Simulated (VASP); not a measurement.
**SrO: relaxation of cell and atoms with PBE**

The system is SrO.

```xyz
2
Lattice="0.0000 2.8103 2.8103 2.8103 0.0000 2.8103 2.8103 2.8103 0.0000" Properties=species:S:1:pos:R:3 pbc="T T T"
Sr    2.8103    2.8103    2.8103
O     1.4052    1.4052    1.4052
```

| Quantity | Value |
| --- | --- |
| Program | VASP 6.6.1 |
| Task | relaxation of cell and atoms |
| Functional | PBE |
| Potentials or basis | VASP PAW PBE potentials, release 64 (Sr_sv, O) |
| Cutoff | 600 eV |
| k mesh | 8 × 8 × 8 |
| Occupations | gaussian, width 0.02 eV |
| Spin | no spin polarisation |
| Dipole correction | no |
| Further INCAR settings | ALGO = Normal; EDIFF = 1e-06; IBRION = 2; EDIFFG = -0.01; NSW = 100; ISIF = 3 |

The relaxed volume is 22.24 Å³/atom, the relaxed cell is a = 3.977 Å, b = 3.977 Å, c = 3.977 Å, α = 60.00°, β = 60.00°, γ = 60.00° and the space group after relaxing (to 0.05 Å) is F-43m (No. 216). The energy gained by relaxing is 0.0 meV/atom, the ionic steps are 2 and the pressure after relaxing is 0.0 GPa. The band gap on the k mesh is 2.47 eV, indirect (least direct gap 3.27 eV).

Final structure:
```xyz
2
Lattice="0.0000 2.8124 2.8124 2.8124 0.0000 2.8124 2.8124 2.8124 0.0000" Properties=species:S:1:pos:R:3 pbc="T T T"
Sr    2.8124    2.8124    2.8124
O     1.4062    1.4062    1.4062
```

Levels at points of the mesh, in eV from the valence-band top:
```tsv
k point	band 4	band 5	band 6	band 7	band 8	band 9	band 10	band 11	band 12
(0.00, 0.00, 0.00)	-14.19	-14.19	-0.80	-0.80	-0.80	2.47	7.96	7.96	9.25
(0.50, 0.00, 0.00)	-14.27	-13.14	-0.71	-0.50	-0.50	5.22	7.04	7.53	7.53
(0.50, 0.50, 0.00)	-14.39	-12.83	-1.37	-0.01	-0.01	4.53	5.69	9.50	9.81
```

Run time: 13 s on 1 thread of Intel(R) Xeon(R) Platinum 8559C (Emerald Rapids) (shared host), peak memory 0.18 GiB.

A k mesh can miss the band edges.
